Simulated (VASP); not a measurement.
Wanted: the native input for a VASP 6.6.1 run.

```yaml
Task: single point
Functional: PBE
Potentials_or_basis: VASP PAW PBE potentials, release 64 (W_sv)
Cutoff: 520 eV
k_mesh: 1 × 1 × 15
Occupations: gaussian, width 0.05 eV
Spin: collinear spin
Starting_moments: "[1.5, 1.5] μB"
Dipole_correction: no
Further_INCAR_settings: ALGO = Normal; EDIFF = 1e-06; NBANDS = 25
```

The structure of W lies in POSCAR:

```
W
1.0
   10.1000000000      0.0000000000      0.0000000000
    0.0000000000      9.3000000000      0.0000000000
    0.0000000000      0.0000000000      2.9749381439
W
2
Direct
    0.4133465566      0.5000000000      0.0000000000
    0.5866534434      0.5000000000      0.5000000000
```

One way to write it, as run:

INCAR

```
SYSTEM = W
PREC     = Accurate       ! precision mode
ENCUT    = 520            ! plane-wave cutoff, eV
EDIFF    = 1E-6           ! SCF threshold, eV
ISMEAR   = 0              ! smearing method
SIGMA    = 0.05           ! smearing width, eV
LREAL    = .False.        ! projectors in reciprocal space
LASPH    = .True.         ! aspherical terms in the spheres
NELM     = 150            ! most SCF steps
ALGO     = Normal         ! electronic algorithm
ISIF     = 2              ! what is computed and relaxed
LWAVE    = .False.        ! write WAVECAR
LCHARG   = .False.        ! write CHGCAR
ISPIN    = 2              ! spin polarisation
MAGMOM   = 1.5 1.5        ! initial moments
LORBIT   = 11             ! projections on sites
LMAXMIX  = 4              ! l up to which the mixer works
GGA      = PE             ! functional
NBANDS   = 25             ! bands
```

KPOINTS

```
Automatic mesh
0
Gamma
  1 1 15
  0 0 0
```

Potentials or basis: VASP PAW PBE potentials, release 64 (W_sv).

Run with:

```sh
$ cat potpaw_PBE.64/W_sv/POTCAR > POTCAR
$ mpirun -np 1 vasp_std > vasp.out
```

Results of the run:

```
Largest force                                         : 0.367 eV/Å
Band gap on the k mesh                                : zero (filled and empty bands overlap)
Net moment                                            : 0.00 μB per cell
Valence electrons inside the program's atomic spheres : W 12.23
```

Caveat: spin-orbit coupling is left out, which moves the levels of the heavy elements.

Run time: 2.9 min on 1 thread of Intel(R) Xeon(R) Platinum 8259CL CPU @ 2.50GHz (Skylake/Cascade Lake) (shared host), peak memory 0.48 GiB.
